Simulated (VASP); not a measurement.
# Mg5O (P-3m1) in VASP: notebook

The runs below take Mg5O through single point, with PBE.

Everything below comes from runs of VASP 6.6.1. Logs are shortened: lines on timing, memory, paths and dates and some standing lists are left out, and cuts for length are marked.

### Step 1. The cell of the first run

The structure is trigonal, space group P-3m1 (No. 164). Conventional cell: a = 3.137 Å, b = 3.137 Å, c = 12.822 Å, α = 90.00°, β = 90.00°, γ = 120.00°. Mg (site symmetry 3m) has 3 O at 2.19 Å within 2.9 Å. Mg (site symmetry -3m) has 12 Mg at 3.14 to 3.17 Å within 4.1 Å. Within 4.1 Å of Mg (site symmetry 3m) lie 12 Mg at 3.14 to 3.17 Å. O (site symmetry -3m) has 6 Mg at 2.19 Å within 2.9 Å.

### Step 2. Single point, PBE

Input file INCAR:

```
SYSTEM = Mg5O
PREC = Accurate
ENCUT = 520
EDIFF = 1E-6
ISMEAR = 0
SIGMA = 0.2
LREAL = .False.
LASPH = .True.
NELM = 60
ALGO = Normal
ISIF = 2
LWAVE = .False.
LCHARG = .False.
GGA = PE
NBANDS = 17
```

Input file KPOINTS:

```
Automatic mesh
0
Gamma
  6 6 2
  0 0 0
```

Input file POSCAR:

```
Mg5O
1.0
    3.1368102029      0.0000000000      0.0000000000
   -1.5684051014      2.7165573225      0.0000000000
    0.0000000000      0.0000000000     12.8216773274
Mg O
5 1
Direct
    0.3333333333      0.6666666667      0.0956924517
    0.6666666667      0.3333333333      0.9043075483
    0.0000000000      0.0000000000      0.5000000000
    0.3333333333      0.6666666667      0.7027228505
    0.6666666667      0.3333333333      0.2972771495
    0.0000000000      0.0000000000      0.0000000000
```

Potentials or basis: VASP PAW PBE potentials, release 64 (Mg, O).

Command:

```console
$ cat potpaw_PBE.64/Mg/POTCAR potpaw_PBE.64/O/POTCAR > POTCAR
$ mpirun -np 1 vasp_std > vasp.out
```

OUTCAR:

```text
SYSTEM = Mg5O
   PREC = Accurate
   ENCUT = 520
   EDIFF = 1E-6
   ISMEAR = 0
   LREAL = .False.
   LASPH = .True.
   NELM = 60
   ISIF = 2
   GGA = PE

 ion  position               nearest neighbor table
   1  0.333  0.667  0.096-   6 2.19   6 2.19   6 2.19   2 3.05   2 3.05   2 3.05   5 3.16   5 3.16
                             5 3.16
   2  0.667  0.333  0.904-   6 2.19   6 2.19   6 2.19   1 3.05   1 3.05   1 3.05   4 3.16   4 3.16
                             4 3.16
   3  0.000  0.000  0.500-   4 3.17   5 3.17   4 3.17   5 3.17   5 3.17   4 3.17
   4  0.333  0.667  0.703-   2 3.16   2 3.16   2 3.16   3 3.17   3 3.17   3 3.17
   5  0.667  0.333  0.297-   1 3.16   1 3.16   1 3.16   3 3.17   3 3.17   3 3.17
   6  0.000  0.000  0.000-   1 2.19   2 2.19   1 2.19   2 2.19   2 2.19   1 2.19

  LATTYP: Found a hexagonal cell.
 ALAT       =     3.1368102029
 C/A-ratio  =     4.0874890408

  Lattice vectors:

 A1 = (   3.1368102029,   0.0000000000,   0.0000000000)
 A2 = (  -1.5684051014,   2.7165573225,   0.0000000000)
 A3 = (   0.0000000000,   0.0000000000,  12.8216773274)

Analysis of symmetry for initial positions (statically):
=====================================================================
 Subroutine PRICEL returns:
 Original cell was already a primitive cell.

 Routine SETGRP: Setting up the symmetry group for a
 hexagonal supercell.

 Subroutine GETGRP returns: Found 12 space group operations
 (whereof 12 operations were pure point group operations)
 out of a pool of 24 trial point group operations.

The static configuration has the point symmetry D_3d.

Analysis of symmetry for dynamics (positions and initial velocities):
=====================================================================
 Subroutine PRICEL returns:
 Original cell was already a primitive cell.

 Routine SETGRP: Setting up the symmetry group for a
 hexagonal supercell.

 Subroutine GETGRP returns: Found 12 space group operations
 (whereof 12 operations were pure point group operations)
 out of a pool of 24 trial point group operations.

The dynamic configuration has the point symmetry D_3d.

 Subroutine INISYM returns: Found 12 space group operations
 (whereof 12 operations are pure point group operations),
 and found     1 'primitive' translations

----------------------------------------------------------------------------------------

                                     Primitive cell

  volume of cell :     109.2577

  direct lattice vectors                    reciprocal lattice vectors
     3.136810203  0.000000000  0.000000000     0.318795189  0.184056488  0.000000000
    -1.568405101  2.716557322  0.000000000     0.000000000  0.368112976  0.000000000
     0.000000000  0.000000000 12.821677327     0.000000000  0.000000000  0.077992916

  length of vectors
     3.136810203  3.136810203 12.821677327     0.368112976  0.368112976  0.077992916

  position of ions in fractional coordinates (direct lattice)
     0.333333333  0.666666667  0.095692452
     0.666666667  0.333333333  0.904307548
     0.000000000  0.000000000  0.500000000
     0.333333333  0.666666667  0.702722851
     0.666666667  0.333333333  0.297277149
     0.000000000  0.000000000  0.000000000

  ion indices of the primitive-cell ions
   primitive index   ion index
                 1           1
                 2           2
                 3           3
                 4           4
                 5           5
                 6           6

----------------------------------------------------------------------------------------

 KPOINTS: Automatic mesh

Automatic generation of k-mesh.
 Grid dimensions read from file:
 generate k-points for:    6    6    2

 Generating k-lattice:

  Cartesian coordinates                     Fractional coordinates (reciprocal lattice)
     0.053132531  0.030676081  0.000000000     0.166666667  0.000000000  0.000000000
     0.000000000  0.061352163  0.000000000     0.000000000  0.166666667  0.000000000
     0.000000000  0.000000000  0.038996458     0.000000000  0.000000000  0.500000000

  Length of vectors
     0.061352163  0.061352163  0.038996458

  Shift w.r.t. Gamma in fractional coordinates (k-lattice)
     0.000000000  0.000000000  0.000000000

 Subroutine IBZKPT returns following result:
 ===========================================

 Found     14 irreducible k-points:

 Following reciprocal coordinates:
            Coordinates               Weight
  0.000000  0.000000  0.000000      1.000000
  0.166667 -0.000000  0.000000      6.000000
  0.333333  0.000000  0.000000      6.000000
  0.500000  0.000000  0.000000      3.000000
  0.166667  0.166667  0.000000      6.000000
  0.333333  0.166667  0.000000     12.000000
  0.333333  0.333333  0.000000      2.000000
  0.000000  0.000000  0.500000      1.000000
  0.166667 -0.000000  0.500000      6.000000
  0.333333  0.000000  0.500000      6.000000
  0.500000  0.000000  0.500000      3.000000
  0.166667  0.166667  0.500000      6.000000
  0.333333  0.166667  0.500000     12.000000
  0.333333  0.333333  0.500000      2.000000
   k-points           NKPTS =     14   k-points in BZ     NKDIM =     14   number of bands    NBANDS=     17
   number of dos      NEDOS =    301   number of ions     NIONS =      6
   total plane-waves  NPLWV =  55296
   dimension x,y,z NGX =    24 NGY =   24 NGZ =   96
   dimension x,y,z NGXF=    48 NGYF=   48 NGZF=  192
   ions per type =               5   1
   NGX,Y,Z   is equivalent  to a cutoff of  12.72, 12.72, 12.45 a.u.
   NGXF,Y,Z  is equivalent  to a cutoff of  25.44, 25.44, 24.89 a.u.
 SYSTEM =  Mg5O
   PREC   = accura    normal or accurate (medium, high low for compatibility)
   ISTART =      0    job   : 0-new  1-cont  2-samecut
   ICHARG =      2    charge: 1-file 2-atom 10-const
   ISPIN  =      1    spin polarized calculation?
   LNONCOLLINEAR =      F non collinear calculations
   LSORBIT =      F    spin-orbit coupling
   LASPH  =      T    aspherical Exc in radial PAW
   ENCUT  =  520.0 eV  38.22 Ry    6.18 a.u.   5.83  5.83 23.84*2*pi/ulx,y,z
   NELM   =     60;   NELMIN=  2; NELMDL= -5     # of ELM steps
   EDIFF  = 0.1E-05   stopping-criterion for ELM
   LREAL  =      F    real-space projection
   EDIFFG = 0.1E-04   stopping-criterion for IOM
   NSW    =      0    number of steps for IOM
   IBRION =     -1    ionic relax: 0-MD 1-quasi-New 2-CG
   NFREE  =      0    steps in history (QN), initial steepest desc. (CG)
   ISIF   =      2    stress and relaxation
   ISYM   =      2    0-nonsym 1-usesym 2-fastsym
   POTIM  = 0.5000    time-step for ionic-motion
   TEBEG  =    0.0;   TEEND  =   0.0 temperature during run
   PSTRESS=    0.0 pullay stress
   NELECT =      16.0000    total number of electrons
   NUPDOWN=      -1.0000    fix difference up-down
   EMIN   =  10.00;   EMAX   =-10.00  energy-range for DOS
   EFERMI =   0.00;   METHOD = LEGACY
   ISMEAR =     0;   SIGMA  =   0.20  broadening in eV -4-tet -1-fermi 0-gaus
   EFERMI_NEDOS =   21; number of points for ismear=-14 and -15
   IALGO  =     38    algorithm
   IMIX   =      4    mixing-type and parameters
     AMIX     =   0.40;   BMIX     =  1.00
     AMIX_MAG =   1.60;   BMIX_MAG =  1.00
  volume/ion in A,a.u.               =      18.21       122.88
  Fermi-wavevector in a.u.,A,eV,Ry     =   0.862907  1.630658 10.131022  0.744609
  Thomas-Fermi vector in A             =   1.980779
   LORBIT       =      0    0 simple, 1 ext, 2 COOP (PROOUT), +10 PAW based schemes
   GGA     = PE    functional components
   LHFCALC =     F    Hartree Fock is set to
   AEXX    =    0.0000 exact exchange contribution
   IVDW    =     0    specifies the selected vdW correction
   LEPSILON=     F    determine dielectric tensor
   LRPA    =     F    only Hartree local field effects (RPA)
 non-spin polarized calculation
 Gauss-broadening in eV      SIGMA  =   0.20
  energy-cutoff  :      520.00
  volume of cell :      109.26
 maximum number of plane-waves:      2957
 NGX is ok and might be reduce to    24

 number of electron      15.9999990 magnetization

 Free energy of the ion-electron system (eV)
  ---------------------------------------------------
  ext. energy  EPLUGINS =         0.00000000
  ---------------------------------------------------
  free energy    TOTEN  =       -17.05662091 eV

  energy without entropy =      -16.99880415  energy(sigma->0) =      -17.02771253

 E-fermi :   3.6860     XC(G=0):  -8.9915

 val. band max:        3.6855692017   @ k =   0.3333   0.3333   0.5000
 cond. band min:       3.6962731032   @ k =   0.3333   0.1667   0.5000
 fundamental gap:      0.0107039015
 Fermi energy:         3.6859740217

 k-point     1 :       0.0000    0.0000    0.0000
  band No.  band energies     occupation
      1     -16.5596      2.00000
      2      -3.8335      2.00000
      3      -3.3107      2.00000
      4      -1.8659      2.00000
      5      -1.4019      2.00000
      6      -0.7609      2.00000
[... 9 lines left out ...]
     16      15.0896      0.00000
     17      15.0943      0.00000

 k-point     2 :       0.1667   -0.0000    0.0000
  band No.  band energies     occupation
      1     -16.4204      2.00000
      2      -3.4418      2.00000
      3      -2.7842      2.00000
      4      -1.9299      2.00000
      5      -1.4097      2.00000
      6      -0.9148      2.00000
[... 9 lines left out ...]
     16      12.1336      0.00000
     17      12.8532      0.00000

 k-point     3 :       0.3333    0.0000    0.0000
  band No.  band energies     occupation
      1     -16.1240      2.00000
      2      -3.3424      2.00000
      3      -2.5480      2.00000
      4      -1.2023      2.00000
      5      -1.0366      2.00000
      6      -0.0342      2.00000
[... 192 lines left out ...]
 k-point    13 :       0.3333    0.1667    0.5000
  band No.  band energies     occupation
      1     -15.9679      2.00000
      2      -3.5686      2.00000
      3      -2.0909      2.00000
      4      -1.8900      2.00000
      5       0.6283      2.00000
      6       1.3029      2.00000
[... 9 lines left out ...]
     16       8.4086      0.00000
     17       8.9577      0.00000

 k-point    14 :       0.3333    0.3333    0.5000
  band No.  band energies     occupation
      1     -15.8890      2.00000
      2      -3.0034      2.00000
      3      -3.0034      2.00000
      4      -1.8757      2.00000
      5       3.1295      1.99992
      6       3.1295      1.99992
[... 9 lines left out ...]
     16       6.9567      0.00000
     17       9.0412      0.00000

------------------------ aborting loop because EDIFF is reached ----------------------------------------

  FORCE on cell =-STRESS in cart. coord.  units (eV):
  Direction    XX          YY          ZZ          XY          YZ          ZX
  --------------------------------------------------------------------------------------
  -------------------------------------------------------------------------------------
  Total        0.1633496      0.1633496      0.2696933      0.0000000      0.0000000     -0.0000000
  in kB        2.3953922      2.3953922      3.9548386      0.0000000      0.0000000     -0.0000000
  external PRESSURE =       2.9152077 kB  Pullay stress =       0.0000000 kB

 VOLUME and BASIS-vectors are now :
 -----------------------------------------------------------------------------
  energy-cutoff  :      520.00
  volume of cell :      109.26
      direct lattice vectors                 reciprocal lattice vectors
     3.136810203  0.000000000  0.000000000     0.318795189  0.184056488  0.000000000
    -1.568405101  2.716557322  0.000000000     0.000000000  0.368112976  0.000000000
     0.000000000  0.000000000 12.821677327     0.000000000  0.000000000  0.077992916

 POSITION                                       TOTAL-FORCE (eV/Angst)
 -----------------------------------------------------------------------------------
     -0.00000      1.81104      1.22694         0.000000     -0.000000      0.046134
      1.56841      0.90552     11.59474        -0.000000      0.000000     -0.046134
      0.00000      0.00000      6.41084         0.000000      0.000000      0.000000
     -0.00000      1.81104      9.01009         0.000000     -0.000000     -0.007857
      1.56841      0.90552      3.81159        -0.000000      0.000000      0.007857
      0.00000      0.00000      0.00000         0.000000      0.000000      0.000000
 -----------------------------------------------------------------------------------
    total drift:                                0.000000      0.000000     -0.000000

  FREE ENERGIE OF THE ION-ELECTRON SYSTEM (eV)
  ---------------------------------------------------
  free  energy   TOTEN  =       -17.0566209128 eV

  energy  without entropy=      -16.9988041538  energy(sigma->0) =      -17.02771253
```

Wall time 15 s (1 thread of Intel Xeon 6975P-C (Granite Rapids), shared host); peak memory 0.22 GiB.

What came out:

| Quantity | Value |
| --- | --- |
| Free energy | -17.0566 eV |
| Pressure | 0.3 GPa |
| Largest force | 0.046 eV/Å |
| Band gap on the k mesh | zero (band 8 reaches 3.86 eV, above the bottom of band 9 at 2.35 eV) |

Forces on the atoms (eV/Å):
```
Mg   0.000  0.000  0.046
Mg   0.000  0.000 -0.046
Mg   0.000  0.000  0.000
Mg   0.000  0.000 -0.008
Mg   0.000  0.000  0.008
O    0.000  0.000  0.000
```

Levels at points of the mesh, in eV from the Fermi level:
```csv
k point,band 5,band 6,band 7,band 8,band 9,band 10,band 11,band 12
"(0.00, 0.00, 0.00)",-5.09,-4.45,-4.45,-2.37,-1.34,2.18,2.56,6.44
"(0.50, 0.00, 0.00)",-2.06,-2.04,-1.44,-1.24,-0.20,-0.15,1.25,1.89
"(0.00, 0.00, 0.50)",-4.45,-4.45,-4.05,-3.51,0.09,0.43,4.04,5.23
"(0.50, 0.00, 0.50)",-2.12,-1.94,-1.49,-1.13,-0.68,0.42,1.21,1.69
```

Caveat: the k points lie up to 0.39 Å⁻¹ apart.

### Step 3. Single point, PBE

This run uses another cell than the first one: it holds 12 atoms, not 6.

Input file INCAR:

```
PREC     = Accurate       # precision mode
ENCUT    = 520            # plane-wave cutoff, eV
EDIFF    = 1E-6           # SCF threshold, eV
ISMEAR   = 0              # smearing method
SIGMA    = 0.2            # smearing width, eV
LREAL    = F              # projectors in reciprocal space
LASPH    = T              # aspherical terms in the spheres
NELM     = 100            # most SCF steps
ALGO     = Normal         # electronic algorithm
ISIF     = 2              # what is computed and relaxed
LWAVE    = F              # write WAVECAR
LCHARG   = F              # write CHGCAR
GGA      = PE             # functional
NBANDS   = 28             # bands
```

Input file KPOINTS:

```
regular mesh
0
Gamma
  6 6 1
```

Input file POSCAR:

```
Mg5O
1.0
    3.1167141622      0.0000000000      0.0000000000
   -1.5583570811      2.6991536408      0.0000000000
    0.0000000000      0.0000000000     25.8498076838
Mg O
10 2
Direct
    0.0000000000      0.0000000000      0.0000000000
    0.6666666667      0.3333333333      0.9049930348
    0.3333333333      0.6666666667      0.0950069652
    0.3333333333      0.6666666667      0.8041071848
    0.0000000000      0.0000000000      0.7013624836
    0.6666666667      0.3333333333      0.1958928152
    0.0000000000      0.0000000000      0.2986375164
    0.0000000000      0.0000000000      0.5000000000
    0.6666666667      0.3333333333      0.6005116453
    0.3333333333      0.6666666667      0.3994883547
    0.6666666667      0.3333333333      0.0469134478
    0.3333333333      0.6666666667      0.9530865522
```

Potentials or basis: VASP PAW PBE potentials, release 64 (Mg, O).

Command:

```console
$ cat potpaw_PBE.64/Mg/POTCAR potpaw_PBE.64/O/POTCAR > POTCAR
$ mpirun -np 1 vasp_std > vasp.out
```

Wall time 34 s (1 thread of Intel Xeon 6975P-C (Granite Rapids), shared host); peak memory 0.32 GiB.

Results (log left out):

| Item | Value |
| --- | --- |
| Free energy | -34.7341 eV |
| Pressure | 0.0 GPa |
| Largest force | 0.037 eV/Å |
| Band gap on the k mesh | zero (band 16 reaches 3.91 eV, above the bottom of band 17 at 2.27 eV) |

Forces in eV/Å, atoms in the order of the input:
```
Mg   0.000  0.000  0.000
Mg   0.000  0.000 -0.017
Mg   0.000  0.000  0.017
Mg   0.000  0.000  0.006
Mg   0.000  0.000  0.014
Mg   0.000  0.000 -0.006
Mg   0.000  0.000 -0.014
Mg   0.000  0.000  0.000
Mg   0.000  0.000  0.001
Mg   0.000  0.000 -0.001
O    0.000  0.000 -0.037
O    0.000  0.000  0.037
```

Stress tensor (GPa, compression positive):
```
-0.04  0.00  0.00
 0.00 -0.04  0.00
 0.00  0.00  0.17
```

Levels at points of the mesh, in eV from the Fermi level:
```
           k point  band 12  band 13  band 14  band 15  band 16  band 17  band 18  band 19  band 20  band 21
(0.00, 0.00, 0.00)    -4.29    -4.29    -4.12    -3.62    -2.37    -1.40     0.10     0.50     2.21     2.49
(0.50, 0.00, 0.00)    -1.95    -1.58    -1.55    -1.29    -0.87    -0.56    -0.25     0.16     0.33     1.04
```

Caveat: the k points lie up to 0.39 Å⁻¹ apart.
